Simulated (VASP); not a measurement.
The system is MnO2.

```
Mn O
1.0
     2.85658    0.00000    0.00000
    -1.42829    2.47387    0.00000
     0.00000    0.00000    4.60137
Mn O
1 2
Direct
  0.00000 0.00000 0.50000
  0.66667 0.33333 0.29371
  0.33333 0.66667 0.70629
```

Program: VASP 6.6.1. Alike in all runs: task single point; level LDA+U; potentials or basis VASP PAW LDA potentials, release 64 (Mn_pv, O); spin collinear, ferromagnetic start; cell as given; k mesh 11 × 11 × 6; cutoff (eV) 520; smearing fermi-dirac 0.03 eV.

Order these runs on this cell by their pressure, lowest first.
A. U Mn d U = 1.5 eV
B. U Mn d U = 4.5 eV
C. U Mn d U = 3.0 eV

A (-6.1 GPa), C (-4.2 GPa), B (-2.0 GPa).

Caveats: a cell with one magnetic atom can't hold antiferromagnetic order, which such compounds often take; the cell stands under tension (at least some runs).
